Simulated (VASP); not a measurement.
# BN (F-43m) in VASP: notebook

Aim: see how the results for BN move with the level of theory and the settings. Levels: PBEsol, PBE. Tasks: single point.

All numbers are computed with VASP 6.6.1; they aren't measurements. Logs are shortened: lines on timing, memory, paths and dates and some standing lists are left out, and cuts for length are marked.

**1. The cell of the first run**

The structure is cubic, space group F-43m (No. 216). The conventional cell has a = 3.626 Å, b = 3.626 Å, c = 3.626 Å, α = 90.00°, β = 90.00°, γ = 90.00°. N (site symmetry -43m) has 4 B at 1.57 Å within 2.1 Å. B (site symmetry -43m) has 4 N at 1.57 Å within 2.1 Å.

**2. Single point, PBEsol**

File INCAR:

```
ALGO     = Normal         # electronic algorithm
EDIFF    = 1E-6           # SCF threshold, eV
ENCUT    = 520            # plane-wave cutoff, eV
GGA      = PS             # functional
ISIF     = 2              # what is computed and relaxed
ISMEAR   = -1             # smearing method
LASPH    = True           # aspherical terms in the spheres
LCHARG   = True           # write CHGCAR
LELF     = True           # ELF
LREAL    = False          # projectors in reciprocal space
LVHAR    = True         
LWAVE    = False          # write WAVECAR
NBANDS   = 11             # bands
NELM     = 60             # most SCF steps
PREC     = Accurate       # precision mode
SIGMA    = 0.05           # smearing width, eV
```

File KPOINTS:

```
k-points
0
Gamma
  10 10 10
```

File POSCAR:

```
BN
1.0
    0.0000000000      1.8130010000      1.8130010000
    1.8130010000      0.0000000000      1.8130010000
    1.8130010000      1.8130010000      0.0000000000
N B
1 1
Direct
    0.2500000000      0.2500000000      0.2500000000
    0.0000000000      0.0000000000      0.0000000000
```

Potentials or basis: VASP PAW PBE potentials, release 64 (N, B).

Command:

```
cat potpaw_PBE.64/N/POTCAR potpaw_PBE.64/B/POTCAR > POTCAR
mpirun -np 1 vasp_std > vasp.out
```

OUTCAR:

```text
EDIFF = 1E-6
   ENCUT = 520
   GGA = PS
   ISIF = 2
   ISMEAR = -1
   LASPH = True
   LREAL = False
   NELM = 60
   PREC = Accurate

 ion  position               nearest neighbor table
   1  0.250  0.250  0.250-   2 1.57   2 1.57   2 1.57   2 1.57
   2  0.000  0.000  0.000-   1 1.57   1 1.57   1 1.57   1 1.57

  LATTYP: Found a face centered cubic cell.
 ALAT       =     3.6260020000

  Lattice vectors:

 A1 = (   0.0000000000,   1.8130010000,   1.8130010000)
 A2 = (   1.8130010000,   0.0000000000,   1.8130010000)
 A3 = (   1.8130010000,   1.8130010000,   0.0000000000)

Analysis of symmetry for initial positions (statically):
=====================================================================
 Subroutine PRICEL returns:
 Original cell was already a primitive cell.

 Routine SETGRP: Setting up the symmetry group for a
 face centered cubic supercell.

 Subroutine GETGRP returns: Found 24 space group operations
 (whereof 24 operations were pure point group operations)
 out of a pool of 48 trial point group operations.

The static configuration has the point symmetry T_d .

Analysis of symmetry for dynamics (positions and initial velocities):
=====================================================================
 Subroutine PRICEL returns:
 Original cell was already a primitive cell.

 Routine SETGRP: Setting up the symmetry group for a
 face centered cubic supercell.

 Subroutine GETGRP returns: Found 24 space group operations
 (whereof 24 operations were pure point group operations)
 out of a pool of 48 trial point group operations.

The dynamic configuration has the point symmetry T_d .

 Subroutine INISYM returns: Found 24 space group operations
 (whereof 24 operations are pure point group operations),
 and found     1 'primitive' translations

----------------------------------------------------------------------------------------

                                     Primitive cell

  volume of cell :      11.9186

  direct lattice vectors                    reciprocal lattice vectors
     0.000000000  1.813001000  1.813001000    -0.275785838  0.275785838  0.275785838
     1.813001000  0.000000000  1.813001000     0.275785838 -0.275785838  0.275785838
     1.813001000  1.813001000  0.000000000     0.275785838  0.275785838 -0.275785838

  length of vectors
     2.563970603  2.563970603  2.563970603     0.477675083  0.477675083  0.477675083

  position of ions in fractional coordinates (direct lattice)
     0.250000000  0.250000000  0.250000000
     0.000000000  0.000000000  0.000000000

  ion indices of the primitive-cell ions
   primitive index   ion index
                 1           1
                 2           2

----------------------------------------------------------------------------------------

 KPOINTS: k-points

Automatic generation of k-mesh.
 Grid dimensions read from file:
 generate k-points for:   10   10   10

 Generating k-lattice:

  Cartesian coordinates                     Fractional coordinates (reciprocal lattice)
    -0.027578584  0.027578584  0.027578584     0.100000000  0.000000000  0.000000000
     0.027578584 -0.027578584  0.027578584     0.000000000  0.100000000  0.000000000
     0.027578584  0.027578584 -0.027578584     0.000000000  0.000000000  0.100000000

  Length of vectors
     0.047767508  0.047767508  0.047767508

  Shift w.r.t. Gamma in fractional coordinates (k-lattice)
     0.000000000  0.000000000  0.000000000

 Subroutine IBZKPT returns following result:
 ===========================================

 Found     47 irreducible k-points:

 Following reciprocal coordinates:
            Coordinates               Weight
  0.000000  0.000000  0.000000      1.000000
  0.100000  0.000000  0.000000      8.000000
  0.200000  0.000000  0.000000      8.000000
  0.300000  0.000000  0.000000      8.000000
  0.400000  0.000000  0.000000      8.000000
  0.500000  0.000000  0.000000      4.000000
[... 16 lines left out ...]
  0.300000  0.300000  0.000000      6.000000
  0.400000  0.300000  0.000000     24.000000
 [... further k-points ...]
   k-points           NKPTS =     47   k-points in BZ     NKDIM =     47   number of bands    NBANDS=     11
   number of dos      NEDOS =    301   number of ions     NIONS =      2
   total plane-waves  NPLWV =   8000
   dimension x,y,z NGX =    20 NGY =   20 NGZ =   20
   dimension x,y,z NGXF=    40 NGYF=   40 NGZF=   40
   ions per type =               1   1
   NGX,Y,Z   is equivalent  to a cutoff of  12.97, 12.97, 12.97 a.u.
   NGXF,Y,Z  is equivalent  to a cutoff of  25.94, 25.94, 25.94 a.u.
 SYSTEM =  unknown system
   PREC   = accura    normal or accurate (medium, high low for compatibility)
   ISTART =      0    job   : 0-new  1-cont  2-samecut
   ICHARG =      2    charge: 1-file 2-atom 10-const
   ISPIN  =      1    spin polarized calculation?
   LNONCOLLINEAR =      F non collinear calculations
   LSORBIT =      F    spin-orbit coupling
   LASPH  =      T    aspherical Exc in radial PAW
   ENCUT  =  520.0 eV  38.22 Ry    6.18 a.u.   4.77  4.77  4.77*2*pi/ulx,y,z
   NELM   =     60;   NELMIN=  2; NELMDL= -5     # of ELM steps
   EDIFF  = 0.1E-05   stopping-criterion for ELM
   LREAL  =      F    real-space projection
   EDIFFG = 0.1E-04   stopping-criterion for IOM
   NSW    =      0    number of steps for IOM
   IBRION =     -1    ionic relax: 0-MD 1-quasi-New 2-CG
   NFREE  =      0    steps in history (QN), initial steepest desc. (CG)
   ISIF   =      2    stress and relaxation
   ISYM   =      2    0-nonsym 1-usesym 2-fastsym
   POTIM  = 0.5000    time-step for ionic-motion
   TEBEG  =    0.0;   TEEND  =   0.0 temperature during run
   PSTRESS=    0.0 pullay stress
   NELECT =       8.0000    total number of electrons
   NUPDOWN=      -1.0000    fix difference up-down
   EMIN   =  10.00;   EMAX   =-10.00  energy-range for DOS
   EFERMI =   0.00;   METHOD = LEGACY
   ISMEAR =    -1;   SIGMA  =   0.05  broadening in eV -4-tet -1-fermi 0-gaus
   EFERMI_NEDOS =   21; number of points for ismear=-14 and -15
   IALGO  =     38    algorithm
   IMIX   =      4    mixing-type and parameters
     AMIX     =   0.40;   BMIX     =  1.00
     AMIX_MAG =   1.60;   BMIX_MAG =  1.00
  volume/ion in A,a.u.               =       5.96        40.22
  Fermi-wavevector in a.u.,A,eV,Ry     =   1.433387  2.708709 27.954506  2.054598
  Thomas-Fermi vector in A             =   2.552911
   LORBIT       =      0    0 simple, 1 ext, 2 COOP (PROOUT), +10 PAW based schemes
   GGA     = PS    functional components
   LHFCALC =     F    Hartree Fock is set to
   AEXX    =    0.0000 exact exchange contribution
   IVDW    =     0    specifies the selected vdW correction
   LEPSILON=     F    determine dielectric tensor
   LRPA    =     F    only Hartree local field effects (RPA)
 non-spin polarized calculation
  energy-cutoff  :      520.00
  volume of cell :       11.92
 maximum number of plane-waves:       332
   NGX =  9   NGY =  9   NGZ =  9

 number of electron       7.9999999 magnetization

 Free energy of the ion-electron system (eV)
  ---------------------------------------------------
  ext. energy  EPLUGINS =         0.00000000
  ---------------------------------------------------
  free energy    TOTEN  =       -18.34392715 eV

  energy without entropy =      -18.34392715  energy(sigma->0) =      -18.34392715

 E-fermi :   8.3470     XC(G=0): -12.9717

 val. band max:        7.2509392863   @ k =   0.0000   0.0000   0.0000
 cond. band min:      11.5180635584   @ k =   0.5000   0.5000   0.0000
 fundamental gap:      4.2671242720
 Fermi energy:         8.3469686325

 k-point     1 :       0.0000    0.0000    0.0000
  band No.  band energies     occupation
      1     -12.8984      2.00000
      2       7.2509      2.00000
      3       7.2509      2.00000
      4       7.2509      2.00000
      5      15.9699      0.00000
      6      15.9699      0.00000
      7      15.9699      0.00000
      8      17.3718      0.00000
      9      31.5906      0.00000
     10      34.8289      0.00000
     11      34.8289      0.00000

 k-point     2 :       0.1000    0.0000    0.0000
  band No.  band energies     occupation
      1     -12.6558      2.00000
      2       5.9791      2.00000
      3       6.9974      2.00000
      4       6.9974      2.00000
      5      16.2132      0.00000
      6      16.3520      0.00000
      7      16.3520      0.00000
      8      18.1903      0.00000
      9      31.2885      0.00000
     10      32.1493      0.00000
     11      32.1493      0.00000

 k-point     3 :       0.2000    0.0000    0.0000
  band No.  band energies     occupation
      1     -11.9412      2.00000
      2       3.2651      2.00000
      3       6.4284      2.00000
      4       6.4284      2.00000
      5      16.5610      0.00000
      6      17.1403      0.00000
      7      17.1403      0.00000
      8      19.8558      0.00000
      9      30.5769      0.00000
     10      30.6798      0.00000
     11      30.6798      0.00000

 k-point     4 :       0.3000    0.0000    0.0000
  band No.  band energies     occupation
      1     -10.8109      2.00000
      2       0.3117      2.00000
      3       5.8532      2.00000
      4       5.8532      2.00000
      5      16.8965      0.00000
      6      17.6962      0.00000
      7      17.6962      0.00000
      8      21.2256      0.00000
      9      30.1054      0.00000
     10      30.9325      0.00000
     11      30.9325      0.00000
[... 239 lines left out ...]
 k-point    22 :      -0.2000    0.2000    0.0000
  band No.  band energies     occupation
      1     -10.4376      2.00000
      2       1.0933      2.00000
      3       2.9833      2.00000
      4       5.9602      2.00000
      5      17.6625      0.00000
      6      18.1003      0.00000
      7      18.5513      0.00000
      8      20.7852      0.00000
      9      28.3054      0.00000
     10      29.2431      0.00000
     11      33.7294      0.00000

 k-point    23 :       0.3000    0.3000    0.0000
  band No.  band energies     occupation
      1     -10.1319      2.00000
      2       2.0420      2.00000
      3       3.5935      2.00000
      4       3.5935      2.00000
      5      13.2235      0.00000
      6      17.8352      0.00000
      7      21.8344      0.00000
      8      21.8344      0.00000
      9      25.7047      0.00000
     10      34.3027      0.00000
     11      38.9042      0.00000

 k-point    24 :       0.4000    0.3000    0.0000
  band No.  band energies     occupation
      1      -9.1260      2.00000
      2       0.4892      2.00000
      3       2.7425      2.00000
      4       3.1857      2.00000
      5      13.1737      0.00000
      6      17.6905      0.00000
      7      22.5640      0.00000
      8      22.6696      0.00000
      9      26.6537      0.00000
     10      34.0313      0.00000
     11      38.7523      0.00000

 [... further k-points ...]

------------------------ aborting loop because EDIFF is reached ----------------------------------------

  FORCE on cell =-STRESS in cart. coord.  units (eV):
  Direction    XX          YY          ZZ          XY          YZ          ZX
  --------------------------------------------------------------------------------------
  -------------------------------------------------------------------------------------
  Total       -0.4270816     -0.4270816     -0.4270816     -0.0000000      0.0000000     -0.0000000
  in kB      -57.4112966    -57.4112966    -57.4112966     -0.0000000      0.0000000     -0.0000000
  external PRESSURE =     -57.4112966 kB  Pullay stress =       0.0000000 kB

 VOLUME and BASIS-vectors are now :
 -----------------------------------------------------------------------------
  energy-cutoff  :      520.00
  volume of cell :       11.92
      direct lattice vectors                 reciprocal lattice vectors
     0.000000000  1.813001000  1.813001000    -0.275785838  0.275785838  0.275785838
     1.813001000  0.000000000  1.813001000     0.275785838 -0.275785838  0.275785838
     1.813001000  1.813001000  0.000000000     0.275785838  0.275785838 -0.275785838

 POSITION                                       TOTAL-FORCE (eV/Angst)
 -----------------------------------------------------------------------------------
      0.90650      0.90650      0.90650         0.000000      0.000000      0.000000
      0.00000      0.00000      0.00000        -0.000000     -0.000000     -0.000000
 -----------------------------------------------------------------------------------
    total drift:                                0.000000      0.000000      0.000000

  FREE ENERGIE OF THE ION-ELECTRON SYSTEM (eV)
  ---------------------------------------------------
  free  energy   TOTEN  =       -18.3439271474 eV

  energy  without entropy=      -18.3439271474  energy(sigma->0) =      -18.34392715
```

Run time: 9.5 s. Hardware: 1 thread of Intel Xeon 8259CL, shared host; peak memory 0.12 GiB.

What came out:

| Property | Result |
| --- | --- |
| Free energy | -18.3439 eV |
| Pressure | -5.7 GPa |
| Band gap on the k mesh | 4.27 eV, indirect (least direct gap 8.72 eV) |

Caveat: the PAW data sets were made with another functional, which shifts forces and pressure a little.

**3. Single point, PBEsol**

File INCAR:

```
SYSTEM = BN
PREC = Accurate
ENCUT = 520
EDIFF = 1E-6
ISMEAR = -1
SIGMA = 0.05
LREAL = .FALSE.
LASPH = .TRUE.
NELM = 80
ALGO = Normal
ISIF = 2
LWAVE = .FALSE.
LCHARG = .FALSE.
GGA = PS
NBANDS = 11
```

File KPOINTS:

```
regular mesh
0
G
  13 13 13
  0 0 0
```

POSCAR is that of step 2.

Potentials or basis: VASP PAW PBE potentials, release 64 (N, B).

Command:

```
cat potpaw_PBE.64/N/POTCAR potpaw_PBE.64/B/POTCAR > POTCAR
mpirun -np 1 vasp_std > vasp.out
```

Run time: 19 s. Hardware: 1 thread of Intel Xeon 8259CL, shared host; peak memory 0.12 GiB.

The run converged. Its results:

```
Free energy            : -18.3439 eV
Pressure               : -5.7 GPa
Band gap on the k mesh : 4.34 eV, indirect (least direct gap 8.72 eV)
```

Levels at points of the mesh, in eV from the valence-band top:
| k point | band 2 | band 3 | band 4 | band 5 | band 6 | band 7 |
| --- | --- | --- | --- | --- | --- | --- |
| (0.00, 0.00, 0.00) | 0.00 | 0.00 | 0.00 | 8.72 | 8.72 | 8.72 |

Caveat: the PAW data sets were made with another functional, which shifts forces and pressure a little. Expect the measured gap to be larger: semilocal functionals such as PBEsol lack the derivative discontinuity.

**4. Single point, PBE**

File INCAR:

```
  PREC = Accurate
  ENCUT = 520
  EDIFF = 1E-7
  ISMEAR = -1
  SIGMA = 0.02
  LREAL = F
  LASPH = T
  NELM = 100
  ALGO = Normal
  ISIF = 2
  LWAVE = F
  LCHARG = F
  GGA = PE
  NBANDS = 11
```

File KPOINTS:

```
regular mesh
0
Gamma
  9 9 9
```

POSCAR is that of step 3.

Command:

```
cat potpaw_PBE.64/N/POTCAR potpaw_PBE.64/B/POTCAR > POTCAR
mpirun -np 1 vasp_std > vasp.out
```

Run time: 7 s. Hardware: 1 thread of AMD EPYC 7R13, shared host; peak memory 0.12 GiB.

Results (log left out):

| Item | Value |
| --- | --- |
| Free energy | -17.4509 eV |
| Pressure | -0.2 GPa |
| Band gap on the k mesh | 4.60 eV, indirect (least direct gap 8.78 eV) |

Levels at points of the mesh, in eV from the valence-band top:
```
           k point  band 2  band 3  band 4  band 5  band 6  band 7
(0.00, 0.00, 0.00)    0.00    0.00    0.00    8.78    8.78    8.78
```

A k mesh can miss the band edges. As with any semilocal functional, this PBE gap is likely too small.

**5. Single point, PBE**

File INCAR:

```
SYSTEM = BN
ALGO = Normal
EDIFF = 1E-6
ENCUT = 520
GGA = PE
ISIF = 2
ISMEAR = 0
LASPH = .TRUE.
LCHARG = .FALSE.
LREAL = .FALSE.
LWAVE = .FALSE.
NBANDS = 11
NELM = 60
PREC = Accurate
SIGMA = 0.028000000000000004
```

File KPOINTS:

```
k-points
0
G
  13 13 13
  0 0 0
```

POSCAR is that of step 4.

Command:

```
cat potpaw_PBE.64/N/POTCAR potpaw_PBE.64/B/POTCAR > POTCAR
mpirun -np 1 vasp_std > vasp.out
```

It took 12 s on 1 thread of AMD EPYC 7R13, shared host; peak memory 0.12 GiB.

The run converged. Its results:

* Free energy: -17.4510 eV
* Pressure: -0.2 GPa
* Band gap on the k mesh: 4.52 eV, indirect (least direct gap 8.78 eV)

Levels at points of the mesh, in eV from the valence-band top:
```
           k point  band 1  band 2  band 3  band 4  band 5  band 6  band 7  band 8  band 9
(0.00, 0.00, 0.00)  -20.13    0.00    0.00    0.00    8.78    8.78    8.78   10.20   24.58
```

**6. Single point, PBE**

File INCAR:

```
  PREC = Accurate
  ENCUT = 520
  EDIFF = 1E-7
  ISMEAR = 0
  SIGMA = 0.014
  LREAL = F
  LASPH = T
  NELM = 80
  ALGO = Normal
  ISIF = 2
  LWAVE = F
  LCHARG = F
  GGA = PE
  NBANDS = 11
```

File KPOINTS:

```
Automatic mesh
0
Gamma
  13 13 13
```

POSCAR is that of step 5.

Potentials or basis: VASP PAW PBE potentials, release 64 (N, B).

Command:

```
cat potpaw_PBE.64/N/POTCAR potpaw_PBE.64/B/POTCAR > POTCAR
mpirun -np 1 vasp_std > vasp.out
```

Run time: 13 s. Hardware: 1 thread of AMD EPYC 7R13, shared host; peak memory 0.12 GiB.

Results (log left out):

- Free energy: -17.4510 eV
- Pressure: -0.2 GPa
- Band gap on the k mesh: 4.52 eV, indirect (least direct gap 8.78 eV)

Levels at points of the mesh, in eV from the valence-band top:
```
           k point  band 2  band 3  band 4  band 5  band 6  band 7
(0.00, 0.00, 0.00)    0.00    0.00    0.00    8.78    8.78    8.78
```

**7. Overview**

| level | k mesh | smearing | gap on the mesh (eV) | pressure (GPa) |
| --- | --- | --- | --- | --- |
| PBEsol | 10 × 10 × 10 | fermi-dirac 0.05 eV | 4.27 | -5.7 |
| PBEsol | 13 × 13 × 13 | fermi-dirac 0.05 eV | 4.34 | -5.7 |
| PBE | 9 × 9 × 9 | fermi-dirac 0.02 eV | 4.60 | -0.2 |
| PBE | 13 × 13 × 13 | gaussian 0.028 eV | 4.52 | -0.2 |
| PBE | 13 × 13 × 13 | gaussian 0.014 eV | 4.52 | -0.2 |

Alike in all rows: task single point; potentials or basis VASP PAW PBE potentials, release 64 (N, B); no spin polarisation; cell as given; cutoff (eV) 520.

On the cell as given the gap runs from 4.27 eV (PBEsol) to 4.60 eV (PBE); the meshes differ, which moves gaps too. The pressure there spans -5.7 GPa (PBEsol) to -0.2 GPa (PBE); a positive pressure means that this level wants a larger cell, a negative one a smaller.

Caveats: the PAW data sets were made with another functional, which shifts forces and pressure a little (some runs).

Absolute energies hang on the potentials; compare differences alone.
